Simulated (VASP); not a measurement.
# Ca2Ag2O (Fd-3m) in VASP: a series of runs, part 2 of 2

VASP 6.6.1.

## (4) Single point, PBE

This run uses another cell than the first one, of 25.82 Å³/atom.

INCAR reads:

```
SYSTEM = Ca2Ag2O
ALGO = Normal
EDIFF = 1E-7
ENCUT = 520
GGA = PE
ISIF = 2
ISMEAR = 0
LASPH = .TRUE.
LCHARG = .TRUE.
LELF = .TRUE.
LREAL = .FALSE.
LVHAR = .TRUE.
LWAVE = .FALSE.
NBANDS = 59
NELM = 60
PREC = Accurate
SIGMA = 0.1
```

KPOINTS reads:

```
k-points
0
G
  6 6 6
  0 0 0
```

POSCAR reads:

```
Ca2Ag2O
1.0
    0.0000000000      5.0541206681      5.0541206681
    5.0541206681      0.0000000000      5.0541206681
    5.0541206681      5.0541206681      0.0000000000
Ca Ag O
4 4 2
Direct
    0.1250000000      0.1250000000      0.1250000000
    0.1250000000      0.1250000000      0.6250000000
    0.1250000000      0.6250000000      0.1250000000
    0.6250000000      0.1250000000      0.1250000000
    0.6250000000      0.6250000000      0.6250000000
    0.6250000000      0.6250000000      0.1250000000
    0.6250000000      0.1250000000      0.6250000000
    0.1250000000      0.6250000000      0.6250000000
    0.7500000000      0.7500000000      0.7500000000
    0.5000000000      0.5000000000      0.5000000000
```

Potentials or basis: VASP PAW PBE potentials, release 64 (Ca_sv, Ag, O).

The run is started by

```
cat potpaw_PBE.64/Ca_sv/POTCAR potpaw_PBE.64/Ag/POTCAR potpaw_PBE.64/O/POTCAR > POTCAR
mpirun -np 1 vasp_std > vasp.out
```

OUTCAR:

```text
SYSTEM = Ca2Ag2O
   EDIFF = 1E-7
   ENCUT = 520
   GGA = PE
   ISIF = 2
   ISMEAR = 0
   LASPH = .TRUE.
   LREAL = .FALSE.
   NELM = 60
   PREC = Accurate

 ion  position               nearest neighbor table
   1  0.125  0.125  0.125-
   2  0.125  0.125  0.625-
   3  0.125  0.625  0.125-
   4  0.625  0.125  0.125-
   5  0.625  0.625  0.625-   9 2.19  10 2.19   8 3.57   6 3.57   7 3.57   6 3.57   7 3.57   8 3.57

   6  0.625  0.625  0.125-   9 2.19  10 2.19   5 3.57   5 3.57   7 3.57   8 3.57   7 3.57   8 3.57

   7  0.625  0.125  0.625-   9 2.19  10 2.19   5 3.57   6 3.57   5 3.57   6 3.57   8 3.57   8 3.57

[... 1205 lines left out ...]
  external PRESSURE =       0.2126875 kB  Pullay stress =       0.0000000 kB

 VOLUME and BASIS-vectors are now :
 -----------------------------------------------------------------------------
  energy-cutoff  :      520.00
  volume of cell :      258.21
      direct lattice vectors                 reciprocal lattice vectors
     0.000000000  5.054120668  5.054120668    -0.098929177  0.098929177  0.098929177
     5.054120668  0.000000000  5.054120668     0.098929177 -0.098929177  0.098929177
     5.054120668  5.054120668  0.000000000     0.098929177  0.098929177 -0.098929177

 POSITION                                       TOTAL-FORCE (eV/Angst)
 -----------------------------------------------------------------------------------
      1.26353      1.26353      1.26353        -0.000000     -0.000000      0.000000
      3.79059      3.79059      1.26353        -0.000000     -0.000000      0.000000
      3.79059      1.26353      3.79059        -0.000000     -0.000000      0.000000
      1.26353      3.79059      3.79059        -0.000000     -0.000000      0.000000
      6.31765      6.31765      6.31765        -0.000000     -0.000000      0.000000
      3.79059      3.79059      6.31765        -0.000000     -0.000000      0.000000
      3.79059      6.31765      3.79059        -0.000000     -0.000000      0.000000
      6.31765      3.79059      3.79059        -0.000000     -0.000000      0.000000
      7.58118      7.58118      7.58118         0.000000      0.000000     -0.000000
      5.05412      5.05412      5.05412        -0.000000     -0.000000     -0.000000
 -----------------------------------------------------------------------------------
    total drift:                                0.000000      0.000000      0.000000

  FREE ENERGIE OF THE ION-ELECTRON SYSTEM (eV)
  ---------------------------------------------------
  free  energy   TOTEN  =       -28.8863318690 eV

  energy  without entropy=      -28.8468685455  energy(sigma->0) =      -28.86660021
```

OSZICAR:

```text
N       E                     dE             d eps       ncg     rms          rms(c)
DAV:   1     0.856512369714E+03    0.85651E+03   -0.46816E+04  1888   0.154E+03
DAV:   2     0.449141007637E+02   -0.81160E+03   -0.78555E+03  1969   0.417E+02
DAV:   3    -0.281441751394E+02   -0.73058E+02   -0.70828E+02  2997   0.984E+01
DAV:   4    -0.333302662566E+02   -0.51861E+01   -0.50677E+01  2917   0.227E+01
DAV:   5    -0.336010335295E+02   -0.27077E+00   -0.26941E+00  2900   0.447E+00    0.164E+01
DAV:   6    -0.300601471416E+02    0.35409E+01   -0.38918E+01  2351   0.265E+01    0.125E+01
DAV:   7    -0.289690799235E+02    0.10911E+01   -0.48376E+00  2504   0.104E+01    0.817E+00
DAV:   8    -0.289182035012E+02    0.50876E-01   -0.91195E-01  2160   0.354E+00    0.403E+00
DAV:   9    -0.288947006813E+02    0.23503E-01   -0.13703E-01  2728   0.183E+00    0.704E-01
DAV:  10    -0.288861808350E+02    0.85198E-02   -0.31197E-02  2624   0.783E-01    0.180E-01
DAV:  11    -0.288862721240E+02   -0.91289E-04   -0.25597E-03  2400   0.180E-01    0.108E-01
DAV:  12    -0.288863340847E+02   -0.61961E-04   -0.57806E-04  2312   0.855E-02    0.273E-02
DAV:  13    -0.288863340411E+02    0.43590E-07   -0.33644E-05  2856   0.216E-02    0.206E-02
DAV:  14    -0.288863315110E+02    0.25302E-05   -0.12800E-05  2080   0.125E-02    0.801E-03
DAV:  15    -0.288863319590E+02   -0.44798E-06   -0.44049E-06  2392   0.869E-03    0.183E-03
DAV:  16    -0.288863318690E+02    0.89982E-07   -0.22503E-07  1768   0.176E-03
   1 F= -.28886332E+02 E0= -.28866600E+02  d E =-.394633E-01
```

Run time: 2.9 min. Hardware: 1 thread of Intel Xeon 6975P-C (Granite Rapids), shared host; peak memory 0.51 GiB.

What came out:

```yaml
Free_energy: -28.8863 eV
Pressure: 0.0 GPa
Band_gap_on_the_k_mesh: zero (bands 48 and 49 overlap by 0.36 eV)
```

## (5) Overview

| cell | k mesh | gap on the mesh (eV) | pressure (GPa) |
| --- | --- | --- | --- |
| a = 6.546 Å, angles 60.0°, 10 atoms | 4 × 4 × 4 | none | 17.4 |
| a = 7.142 Å, angles 60.0°, 10 atoms | 4 × 4 × 4 | none | 0.2 |
| a = 7.148 Å, angles 60.0°, 10 atoms | 6 × 6 × 6 | none | 0.0 |

Alike in all rows: task single point; level PBE; potentials or basis VASP PAW PBE potentials, release 64 (Ca_sv, Ag, O); no spin polarisation; cutoff (eV) 520; smearing gaussian 0.1 eV.

Caveats: the cell stands under pressure (at least some runs).

Total energies depend on the potentials used, so only differences within one code and one set of settings carry meaning.
